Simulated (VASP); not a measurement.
# Ni (Im-3m) in VASP: single point with PBEsol

Aim: the single point of Ni with PBEsol.

Program: VASP 6.6.1. These are calculated values, not measurements. Logs are shortened: lines on timing, memory, paths and dates and some standing lists are left out, and cuts for length are marked.

## (1) The cell of the first run

It takes space group Im-3m (No. 229, cubic). Conventional cell: a = 2.767 Å, b = 2.767 Å, c = 2.767 Å, α = 90.00°, β = 90.00°, γ = 90.00°. Ni (site symmetry m-3m) has 14 Ni at 2.40 to 2.77 Å within 3.2 Å.

## (2) Single point, PBEsol, collinear spin, ferromagnetic start

INCAR reads:

```
SYSTEM = Ni
  PREC = Accurate
  ENCUT = 520
  EDIFF = 1E-6
  ISMEAR = -1
  SIGMA = 0.1
  LREAL = .FALSE.
  LASPH = .TRUE.
  NELM = 150
  ALGO = Normal
  ISIF = 2
  LWAVE = .FALSE.
  LCHARG = .TRUE.
  ISPIN = 2
  MAGMOM = 1
  LORBIT = 11
  LMAXMIX = 4
  GGA = PS
  LELF = .TRUE.
  LVHAR = .TRUE.
  NBANDS = 15
```

KPOINTS reads:

```
regular mesh
0
G
  17 17 17
  0 0 0
```

POSCAR reads:

```
Ni
1.0
   -1.3837150000      1.3837150000      1.3837150000
    1.3837150000     -1.3837150000      1.3837150000
    1.3837150000      1.3837150000     -1.3837150000
Ni
1
Direct
    0.0000000000      0.0000000000      0.0000000000
```

Potentials or basis: VASP PAW PBE potentials, release 64 (Ni).

Command:

```
$ cat potpaw_PBE.64/Ni/POTCAR > POTCAR
$ mpirun -np 1 vasp_std > vasp.out
```

OUTCAR:

```text
SYSTEM = Ni
   PREC = Accurate
   ENCUT = 520
   EDIFF = 1E-6
   ISMEAR = -1
   LREAL = .FALSE.
   LASPH = .TRUE.
   NELM = 150
   ISIF = 2
   ISPIN = 2
   LORBIT = 11
   GGA = PS

 ion  position               nearest neighbor table
   1  0.000  0.000  0.000-

  LATTYP: Found a body centered cubic cell.
 ALAT       =     2.7674300000

  Lattice vectors:

 A1 = (  -1.3837150000,   1.3837150000,   1.3837150000)
 A2 = (   1.3837150000,  -1.3837150000,   1.3837150000)
 A3 = (   1.3837150000,   1.3837150000,  -1.3837150000)

Analysis of symmetry for initial positions (statically):
=====================================================================
 Subroutine PRICEL returns:
 Original cell was already a primitive cell.

 Routine SETGRP: Setting up the symmetry group for a
 body centered cubic supercell.

 Subroutine GETGRP returns: Found 48 space group operations
 (whereof 48 operations were pure point group operations)
 out of a pool of 48 trial point group operations.

The static configuration has the point symmetry O_h .

Analysis of symmetry for dynamics (positions and initial velocities):
=====================================================================
 Subroutine PRICEL returns:
 Original cell was already a primitive cell.

 Routine SETGRP: Setting up the symmetry group for a
 body centered cubic supercell.

 Subroutine GETGRP returns: Found 48 space group operations
 (whereof 48 operations were pure point group operations)
 out of a pool of 48 trial point group operations.

The dynamic configuration has the point symmetry O_h .

Analysis of structural, dynamic, and magnetic symmetry:
=====================================================================
 Subroutine PRICEL returns:
 Original cell was already a primitive cell.

 Routine SETGRP: Setting up the symmetry group for a
 body centered cubic supercell.

 Subroutine GETGRP returns: Found 48 space group operations
 (whereof 48 operations were pure point group operations)
 out of a pool of 48 trial point group operations.

The overall configuration has the point symmetry O_h .

 Subroutine INISYM returns: Found 48 space group operations
 (whereof 48 operations are pure point group operations),
 and found     1 'primitive' translations

----------------------------------------------------------------------------------------

                                     Primitive cell

  volume of cell :      10.5974

  direct lattice vectors                    reciprocal lattice vectors
    -1.383715000  1.383715000  1.383715000     0.000000000  0.361346086  0.361346086
     1.383715000 -1.383715000  1.383715000     0.361346086  0.000000000  0.361346086
     1.383715000  1.383715000 -1.383715000     0.361346086  0.361346086  0.000000000

  length of vectors
     2.396664683  2.396664683  2.396664683     0.511020536  0.511020536  0.511020536

  position of ions in fractional coordinates (direct lattice)
     0.000000000  0.000000000  0.000000000

  ion indices of the primitive-cell ions
   primitive index   ion index
                 1           1

----------------------------------------------------------------------------------------

 KPOINTS: regular mesh

Automatic generation of k-mesh.
 Grid dimensions read from file:
 generate k-points for:   17   17   17

 Generating k-lattice:

  Cartesian coordinates                     Fractional coordinates (reciprocal lattice)
     0.000000000  0.021255652  0.021255652     0.058823529  0.000000000  0.000000000
     0.021255652  0.000000000  0.021255652     0.000000000  0.058823529  0.000000000
     0.021255652  0.021255652  0.000000000     0.000000000  0.000000000  0.058823529

  Length of vectors
     0.030060032  0.030060032  0.030060032

  Shift w.r.t. Gamma in fractional coordinates (k-lattice)
     0.000000000  0.000000000  0.000000000

 Subroutine IBZKPT returns following result:
 ===========================================

 Found    165 irreducible k-points:

 Following reciprocal coordinates:
            Coordinates               Weight
  0.000000  0.000000  0.000000      1.000000
  0.058824  0.000000  0.000000     12.000000
  0.117647  0.000000  0.000000     12.000000
  0.176471  0.000000  0.000000     12.000000
  0.235294  0.000000  0.000000     12.000000
  0.294118  0.000000  0.000000     12.000000
[... 16 lines left out ...]
  0.411765  0.117647  0.000000     48.000000
  0.176471  0.176471  0.000000     24.000000
 [... further k-points ...]
   k-points           NKPTS =    165   k-points in BZ     NKDIM =    165   number of bands    NBANDS=     15
   number of dos      NEDOS =    301   number of ions     NIONS =      1
   total plane-waves  NPLWV =   5832
   dimension x,y,z NGX =    18 NGY =   18 NGZ =   18
   dimension x,y,z NGXF=    36 NGYF=   36 NGZF=   36
   ions per type =               1
   NGX,Y,Z   is equivalent  to a cutoff of  12.49, 12.49, 12.49 a.u.
   NGXF,Y,Z  is equivalent  to a cutoff of  24.97, 24.97, 24.97 a.u.
 SYSTEM =  Ni
   PREC   = accura    normal or accurate (medium, high low for compatibility)
   ISTART =      0    job   : 0-new  1-cont  2-samecut
   ICHARG =      2    charge: 1-file 2-atom 10-const
   ISPIN  =      2    spin polarized calculation?
   LNONCOLLINEAR =      F non collinear calculations
   LSORBIT =      F    spin-orbit coupling
   LASPH  =      T    aspherical Exc in radial PAW
   ENCUT  =  520.0 eV  38.22 Ry    6.18 a.u.   4.46  4.46  4.46*2*pi/ulx,y,z
   NELM   =    150;   NELMIN=  2; NELMDL= -5     # of ELM steps
   EDIFF  = 0.1E-05   stopping-criterion for ELM
   LREAL  =      F    real-space projection
   EDIFFG = 0.1E-04   stopping-criterion for IOM
   NSW    =      0    number of steps for IOM
   IBRION =     -1    ionic relax: 0-MD 1-quasi-New 2-CG
   NFREE  =      0    steps in history (QN), initial steepest desc. (CG)
   ISIF   =      2    stress and relaxation
   ISYM   =      2    0-nonsym 1-usesym 2-fastsym
   POTIM  = 0.5000    time-step for ionic-motion
   TEBEG  =    0.0;   TEEND  =   0.0 temperature during run
   PSTRESS=    0.0 pullay stress
   NELECT =      10.0000    total number of electrons
   NUPDOWN=      -1.0000    fix difference up-down
   EMIN   =  10.00;   EMAX   =-10.00  energy-range for DOS
   EFERMI =   0.00;   METHOD = LEGACY
   ISMEAR =    -1;   SIGMA  =   0.10  broadening in eV -4-tet -1-fermi 0-gaus
   EFERMI_NEDOS =   21; number of points for ismear=-14 and -15
   IALGO  =     38    algorithm
   IMIX   =      4    mixing-type and parameters
     AMIX     =   0.40;   BMIX     =  1.00
     AMIX_MAG =   1.60;   BMIX_MAG =  1.00
  volume/ion in A,a.u.               =      10.60        71.51
  Fermi-wavevector in a.u.,A,eV,Ry     =   1.605739  3.034406 35.081214  2.578397
  Thomas-Fermi vector in A             =   2.702037
   LORBIT       =     11    0 simple, 1 ext, 2 COOP (PROOUT), +10 PAW based schemes
   GGA     = PS    functional components
   LHFCALC =     F    Hartree Fock is set to
   AEXX    =    0.0000 exact exchange contribution
   IVDW    =     0    specifies the selected vdW correction
   LEPSILON=     F    determine dielectric tensor
   LRPA    =     F    only Hartree local field effects (RPA)
 spin polarized calculation
  energy-cutoff  :      520.00
  volume of cell :       10.60
 maximum number of plane-waves:       321
 NGX is ok and might be reduce to    18
   NGX =  9   NGY =  9   NGZ =  9

 number of electron      10.0000004 magnetization       0.4800075

 Free energy of the ion-electron system (eV)
  ---------------------------------------------------
  ext. energy  EPLUGINS =         0.00000000
  ---------------------------------------------------
  free energy    TOTEN  =        -6.06062055 eV

  energy without entropy =       -5.99979134  energy(sigma->0) =       -6.03020595

 E-fermi :   9.4447     XC(G=0): -13.5879

 val. band max:        9.4415662713   @ k =  -0.3529   0.3529   0.1765
 cond. band min:       9.4495356798   @ k =   0.4706   0.0000   0.0000
 fundamental gap:      0.0079694085
 Fermi energy:         9.4446635929

 spin component 1

 k-point     1 :       0.0000    0.0000    0.0000
  band No.  band energies     occupation
      1       0.3177      1.00000
      2       7.1275      1.00000
      3       7.1275      1.00000
      4       7.1276      1.00000
      5       8.5619      0.99985
      6       8.5619      0.99985
      7      36.1367      0.00000
      8      36.1367      0.00000
      9      36.1367      0.00000
     10      41.1995      0.00000
     11      41.1995      0.00000
     12      42.4282      0.00000
     13      42.4282      0.00000
     14      42.4282      0.00000
     15      43.0774      0.00000

 k-point     2 :       0.0588    0.0000    0.0000
  band No.  band energies     occupation
      1       0.4640      1.00000
      2       7.0932      1.00000
      3       7.1252      1.00000
      4       7.1954      1.00000
      5       8.5269      0.99990
      6       8.5646      0.99985
      7      34.9567      0.00000
      8      35.8691      0.00000
      9      35.9475      0.00000
     10      40.1335      0.00000
     11      40.3700      0.00000
     12      40.4047      0.00000
     13      42.0193      0.00000
     14      43.5524      0.00000
     15      44.1588      0.00000
[... 365 lines left out ...]
      3       7.8481      1.00000
      4       8.4654      0.99994
      5       8.9518      0.99282
      6      11.1995      0.00000
      7      16.4787      0.00000
      8      25.5828      0.00000
      9      29.2413      0.00000
     10      35.3983      0.00000
     11      40.4628      0.00000
     12      43.7842      0.00000
     13      49.4425      0.00000
     14      53.0721      0.00000
     15      55.4343      0.00000

 k-point    24 :       0.1765    0.1765    0.0000
  band No.  band energies     occupation
      1       3.7258      1.00000
      2       6.5996      1.00000
      3       6.6573      1.00000
      4       8.2429      0.99999
      5       8.6839      0.99950
      6       8.9992      0.98851
      7      24.9308      0.00000
      8      25.7426      0.00000
      9      31.4780      0.00000
     10      36.4586      0.00000
     11      39.8281      0.00000
     12      43.4323      0.00000
     13      46.6130      0.00000
     14      49.6983      0.00000
     15      51.9126      0.00000

 [... further k-points ...]

 spin component 2

 k-point     1 :       0.0000    0.0000    0.0000
  band No.  band energies     occupation
      1       0.3243      1.00000
      2       7.6730      1.00000
      3       7.6730      1.00000
      4       7.6730      1.00000
      5       9.0233      0.98542
      6       9.0233      0.98542
      7      36.0769      0.00000
      8      36.0769      0.00000
      9      36.0769      0.00000
     10      41.1722      0.00000
     11      41.1722      0.00000
     12      42.5887      0.00000
     13      42.5887      0.00000
     14      42.5887      0.00000
     15      43.2133      0.00000

 k-point     2 :       0.0588    0.0000    0.0000
  band No.  band energies     occupation
      1       0.4707      1.00000
      2       7.6368      1.00000
      3       7.6692      1.00000
      4       7.7427      1.00000
      5       8.9867      0.98984
      6       9.0262      0.98501
      7      34.9268      0.00000
      8      35.8156      0.00000
      9      35.9045      0.00000
     10      40.1637      0.00000
     11      40.5216      0.00000
     12      40.5290      0.00000
     13      42.0186      0.00000
     14      43.6736      0.00000
     15      44.2559      0.00000
[... 365 lines left out ...]
      3       8.1570      1.00000
      4       8.9634      0.99194
      5       9.4553      0.47355
      6      11.4937      0.00000
      7      16.7507      0.00000
      8      25.6619      0.00000
      9      29.2970      0.00000
     10      35.4680      0.00000
     11      40.5465      0.00000
     12      43.7816      0.00000
     13      49.5872      0.00000
     14      53.0939      0.00000
     15      56.4297      0.00000

 k-point    24 :       0.1765    0.1765    0.0000
  band No.  band energies     occupation
      1       3.7787      1.00000
      2       7.0633      1.00000
      3       7.1508      1.00000
      4       8.7224      0.99927
      5       9.1854      0.93039
      6       9.5244      0.31060
      7      25.0399      0.00000
      8      25.8519      0.00000
      9      31.5608      0.00000
     10      36.4664      0.00000
     11      39.8917      0.00000
     12      43.4776      0.00000
     13      46.7050      0.00000
     14      49.7183      0.00000
     15      52.0108      0.00000

 [... further k-points ...]
[... 5 lines left out ...]
  --------------------------------------------------------------------------------------
  -------------------------------------------------------------------------------------
  Total       -0.1696072     -0.1696072     -0.1696072      0.0000000      0.0000000      0.0000000
  in kB      -25.6421800    -25.6421800    -25.6421800      0.0000000      0.0000000      0.0000000
  external PRESSURE =     -25.6421800 kB  Pullay stress =       0.0000000 kB

 VOLUME and BASIS-vectors are now :
 -----------------------------------------------------------------------------
  energy-cutoff  :      520.00
  volume of cell :       10.60
      direct lattice vectors                 reciprocal lattice vectors
    -1.383715000  1.383715000  1.383715000     0.000000000  0.361346086  0.361346086
     1.383715000 -1.383715000  1.383715000     0.361346086  0.000000000  0.361346086
     1.383715000  1.383715000 -1.383715000     0.361346086  0.361346086  0.000000000

 POSITION                                       TOTAL-FORCE (eV/Angst)
 -----------------------------------------------------------------------------------
      0.00000      0.00000      0.00000         0.000000      0.000000      0.000000
 -----------------------------------------------------------------------------------
    total drift:                                0.000000      0.000000      0.000000

  FREE ENERGIE OF THE ION-ELECTRON SYSTEM (eV)
  ---------------------------------------------------
  free  energy   TOTEN  =        -6.0606205533 eV

  energy  without entropy=       -5.9997913404  energy(sigma->0) =       -6.03020595

 total charge

# of ion       s       p       d       tot
------------------------------------------
    1        0.505   0.518   8.341   9.365

 magnetization (x)

# of ion       s       p       d       tot
------------------------------------------
    1       -0.003  -0.014   0.501   0.484
```

It took 36 s on 1 thread of Intel Xeon 6975P-C, shared host; peak memory 0.16 GiB.

What came out:

```yaml
Free_energy: -6.0606 eV
Pressure: -2.6 GPa
Net_moment: 0.48 μB per cell
Site_moments: Ni +0.48 μB
Valence_electrons_inside_the_program's_atomic_spheres: Ni 9.37
```

Levels at points of the mesh, in eV from the Fermi level:
Spin up:
```csv
k point,band 2,band 3,band 4,band 5,band 6,band 7,band 8,band 9
"(0.00, 0.00, 0.00)",-2.32,-2.32,-2.32,-0.88,-0.88,26.69,26.69,26.69
```
Spin down:
| k point | band 3 | band 4 | band 5 | band 6 | band 7 | band 8 |
| --- | --- | --- | --- | --- | --- | --- |
| (0.00, 0.00, 0.00) | -1.77 | -1.77 | -0.42 | -0.42 | 26.63 | 26.63 |

Caveat: the PAW data sets were made with another functional, which shifts forces and pressure a little.
